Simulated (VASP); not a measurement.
# ZrS2 (P-3m1) in VASP: single point with HSE06

Aim: the single point of ZrS2 with HSE06.

All numbers are computed with VASP 6.6.1; they aren't measurements. Logs are shortened: lines on timing, memory, paths and dates and some standing lists are left out, and cuts for length are marked.

**1. The cell of the first run**

The structure is trigonal, space group P-3m1 (No. 164). Conventional cell: a = 3.674 Å, b = 3.674 Å, c = 5.681 Å, α = 90.00°, β = 90.00°, γ = 120.00°. Within 3.4 Å of Zr (site symmetry -3m) lie 6 S at 2.56 Å. Within 3.7 Å of S (site symmetry 3m) lie 3 Zr at 2.56 Å and 12 S at 3.52 to 3.67 Å.

**2. Single point, HSE06 (uniaxial z strain -3.0%)**

POSCAR reads:

```
ZrS2
1.0
    3.6743990811      0.0000000000      0.0000000000
   -1.8371995406      3.1821229478      0.0000000000
    0.0000000000      0.0000000000      5.6811505765
Zr S
1 2
Direct
    0.0000000000      0.0000000000      0.0000000000
    0.3333333333      0.6666666667      0.2527282713
    0.6666666667      0.3333333333      0.7472717287
```

INCAR.step1 reads:

```
SYSTEM = ZrS2
ALGO = Normal ; EDIFF = 1E-5
ENCUT = 400 ; GGA = PE
GGA_COMPAT = .FALSE. ; ISIF = 2
ISMEAR = 0 ; LASPH = .TRUE.
LREAL = .FALSE. ; LWAVE = .TRUE.
NBANDS = 19 ; NELM = 120
PREC = Accurate ; SIGMA = 0.01
```

INCAR.step2 reads:

```
SYSTEM = ZrS2
ALGO = Normal ; EDIFF = 1E-6
ENCUT = 400 ; GGA = PE
GGA_COMPAT = .FALSE. ; HFSCREEN = 0.2079
ISIF = 2 ; ISMEAR = 0
ISTART = 1 ; LASPH = .TRUE.
LCHARG = .TRUE. ; LELF = .TRUE.
LHFCALC = .TRUE. ; LREAL = .FALSE.
LVHAR = .TRUE. ; LWAVE = .FALSE.
NBANDS = 19 ; NELM = 120
PREC = Accurate ; PRECFOCK = Normal
SIGMA = 0.01
```

KPOINTS reads:

```
k-points
0
G
  6 6 4
  0 0 0
```

Potentials or basis: VASP PAW PBE potentials, release 64 (Zr_sv, S).

Launch:

```console
$ cat potpaw_PBE.64/Zr_sv/POTCAR potpaw_PBE.64/S/POTCAR > POTCAR
$ cp INCAR.step1 INCAR
$ mpirun -np 1 vasp_std > vasp.out
$ cp INCAR.step2 INCAR
$ mpirun -np 1 vasp_std > vasp.out
```

OUTCAR:

```text
SYSTEM = ZrS2
   EDIFF = 1E-6
   ENCUT = 400
   GGA = PE
   HFSCREEN = 0.2079
   ISIF = 2
   ISMEAR = 0
   ISTART = 1
   LASPH = .TRUE.
   LHFCALC = .TRUE.
   LREAL = .FALSE.
   NELM = 120
   PREC = Accurate
   PRECFOCK = Normal

 ion  position               nearest neighbor table
   1  0.000  0.000  0.000-   2 2.56   3 2.56   2 2.56   3 2.56   3 2.56   2 2.56
   2  0.333  0.667  0.253-   1 2.56   1 2.56   1 2.56
   3  0.667  0.333  0.747-   1 2.56   1 2.56   1 2.56

  LATTYP: Found a hexagonal cell.
 ALAT       =     3.6743990811
 C/A-ratio  =     1.5461441316

  Lattice vectors:

 A1 = (   3.6743990811,   0.0000000000,   0.0000000000)
 A2 = (  -1.8371995406,   3.1821229478,   0.0000000000)
 A3 = (   0.0000000000,   0.0000000000,   5.6811505765)

Analysis of symmetry for initial positions (statically):
=====================================================================
 Subroutine PRICEL returns:
 Original cell was already a primitive cell.

 Routine SETGRP: Setting up the symmetry group for a
 hexagonal supercell.

 Subroutine GETGRP returns: Found 12 space group operations
 (whereof 12 operations were pure point group operations)
 out of a pool of 24 trial point group operations.

The static configuration has the point symmetry D_3d.

Analysis of symmetry for dynamics (positions and initial velocities):
=====================================================================
 Subroutine PRICEL returns:
 Original cell was already a primitive cell.

 Routine SETGRP: Setting up the symmetry group for a
 hexagonal supercell.

 Subroutine GETGRP returns: Found 12 space group operations
 (whereof 12 operations were pure point group operations)
 out of a pool of 24 trial point group operations.

The dynamic configuration has the point symmetry D_3d.

 Subroutine INISYM returns: Found 12 space group operations
 (whereof 12 operations are pure point group operations),
 and found     1 'primitive' translations

----------------------------------------------------------------------------------------

                                     Primitive cell

  volume of cell :      66.4262

[... 89 lines left out ...]
   EDIFF  = 0.1E-05   stopping-criterion for ELM
   LREAL  =      F    real-space projection
   EDIFFG = 0.1E-04   stopping-criterion for IOM
   NSW    =      0    number of steps for IOM
   IBRION =     -1    ionic relax: 0-MD 1-quasi-New 2-CG
   NFREE  =      0    steps in history (QN), initial steepest desc. (CG)
   ISIF   =      2    stress and relaxation
   ISYM   =      3    0-nonsym 1-usesym 2-fastsym
   POTIM  = 0.5000    time-step for ionic-motion
   TEBEG  =    0.0;   TEEND  =   0.0 temperature during run
   PSTRESS=    0.0 pullay stress
   NELECT =      24.0000    total number of electrons
   NUPDOWN=      -1.0000    fix difference up-down
   EMIN   =  10.00;   EMAX   =-10.00  energy-range for DOS
   EFERMI =   0.00;   METHOD = LEGACY
   ISMEAR =     0;   SIGMA  =   0.01  broadening in eV -4-tet -1-fermi 0-gaus
   EFERMI_NEDOS =   21; number of points for ismear=-14 and -15
   IALGO  =     38    algorithm
   IMIX   =      1    mixing-type and parameters
     AMIX     =   0.40;   BMIX     =  1.00
     AMIX_MAG =   1.60;   BMIX_MAG =  1.00
  volume/ion in A,a.u.               =      22.14       149.42
  Fermi-wavevector in a.u.,A,eV,Ry     =   1.166000  2.203421 18.497897  1.359557
  Thomas-Fermi vector in A             =   2.302519
   LORBIT       =      0    0 simple, 1 ext, 2 COOP (PROOUT), +10 PAW based schemes
   GGA     = PE    functional components
   LHFCALC =     T    Hartree Fock is set to
   PRECFOCK=normal    Normal, Fast or Accurate (Low or Medium for compatibility)
   ENCUT4O =  -1.0   cutoff for four orbital integrals eV
   NKREDX  =     1    reduce k-point grid by
   NKREDY  =     1    reduce k-point grid by
   NKREDZ  =     1    reduce k-point grid by
   AEXX    =    0.2500 exact exchange contribution
   HFSCREEN=    0.2079 screening length (either q_TF or 0.3 A-1)
   HFSCREENC=   0.2079 screening length for correlation (either q_TF or 0.3 A-1)
   ENCUTFOCK=  -1.0 apply spherical cutoff to Coloumb kernel
   IVDW    =     0    specifies the selected vdW correction
   LEPSILON=     F    determine dielectric tensor
   LRPA    =     F    only Hartree local field effects (RPA)
 non-spin polarized calculation
 Gauss-broadening in eV      SIGMA  =   0.01
  energy-cutoff  :      400.00
  volume of cell :       66.43
 maximum number of plane-waves:      1236
  NGX = 18; NGY = 18; NGZ = 28

 number of electron      24.0000004 magnetization

 Free energy of the ion-electron system (eV)
  ---------------------------------------------------
  ext. energy  EPLUGINS =         0.00000000
  ---------------------------------------------------
  free energy    TOTEN  =       -25.38972445 eV

  energy without entropy =      -25.38972445  energy(sigma->0) =      -25.38972445

 E-fermi :   4.8904     XC(G=0):  -8.0890

 val. band max:        4.6805451577   @ k =   0.0000   0.0000   0.0000
 cond. band min:       6.1788813955   @ k =   0.5000   0.0000   0.5000
 fundamental gap:      1.4983362378
 Fermi energy:         4.8904045457

 k-point     1 :       0.0000    0.0000    0.0000
  band No.  band energies     occupation
      1     -47.9795      2.00000
      2     -24.6591      2.00000
      3     -24.4749      2.00000
      4     -24.4749      2.00000
      5      -9.7338      2.00000
      6      -7.9138      2.00000
[... 505 lines left out ...]
      6      -8.2249      2.00000
[... 11 lines left out ...]
     18      13.6701      0.00000
     19      14.2721      0.00000

------------------------ aborting loop because EDIFF is reached ----------------------------------------

  FORCE on cell =-STRESS in cart. coord.  units (eV):
  Direction    XX          YY          ZZ          XY          YZ          ZX
  --------------------------------------------------------------------------------------
  -------------------------------------------------------------------------------------
  Total        0.0320902      0.0320902      0.7374984     -0.0000000      0.0000000     -0.0000000
  in kB        0.7740047      0.7740047     17.7882029     -0.0000000      0.0000000     -0.0000000
  external PRESSURE =       6.4454041 kB  Pullay stress =       0.0000000 kB

 VOLUME and BASIS-vectors are now :
 -----------------------------------------------------------------------------
  energy-cutoff  :      400.00
  volume of cell :       66.43
      direct lattice vectors                 reciprocal lattice vectors
     3.674399081  0.000000000  0.000000000     0.272153345  0.157127807  0.000000000
    -1.837199541  3.182122948  0.000000000     0.000000000  0.314255614  0.000000000
     0.000000000  0.000000000  5.681150577     0.000000000  0.000000000  0.176020682

 POSITION                                       TOTAL-FORCE (eV/Angst)
 -----------------------------------------------------------------------------------
      0.00000      0.00000      0.00000         0.000000      0.000000      0.000000
     -0.00000      2.12142      1.43579        -0.000000      0.000000     -0.182008
      1.83720      1.06071      4.24536         0.000000      0.000000      0.182008
 -----------------------------------------------------------------------------------
    total drift:                               -0.000000      0.000000      0.000001

  FREE ENERGIE OF THE ION-ELECTRON SYSTEM (eV)
  ---------------------------------------------------
  free  energy   TOTEN  =       -25.3897244498 eV

  energy  without entropy=      -25.3897244498  energy(sigma->0) =      -25.38972445
```

OUTCAR.step1:

```text
SYSTEM = ZrS2
   EDIFF = 1E-5
   ENCUT = 400
   GGA = PE
   ISIF = 2
   ISMEAR = 0
[... 751 lines left out ...]
      0.00000      0.00000      0.00000        -0.000000      0.000000      0.000000
     -0.00000      2.12142      1.43579         0.000000     -0.000000      0.048146
      1.83720      1.06071      4.24536        -0.000000      0.000000     -0.048146
 -----------------------------------------------------------------------------------
    total drift:                               -0.000000      0.000000      0.000000

  FREE ENERGIE OF THE ION-ELECTRON SYSTEM (eV)
  ---------------------------------------------------
  free  energy   TOTEN  =       -21.3661378595 eV

  energy  without entropy=      -21.3661378595  energy(sigma->0) =      -21.36613786
```

Run time: 54 min. Hardware: 1 thread of Intel Xeon Platinum 8259CL at 2.50GHz (Skylake/Cascade Lake), shared host; peak memory 0.28 GiB.

What came out:

| Property | Result |
| --- | --- |
| Free energy | -25.3897 eV |
| Pressure | 0.6 GPa |
| Largest force | 0.182 eV/Å |
| Band gap on the k mesh | 1.50 eV (least direct gap 2.19 eV) |

Forces on the atoms (eV/Å):
```
Zr   0.000  0.000  0.000
S    0.000  0.000 -0.182
S    0.000  0.000  0.182
```

Caveat: the cell differs from its parent crystal (uniaxial z strain -3.0%); the PAW data sets were made with another functional, which shifts forces and pressure a little. A k mesh can miss the band edges.
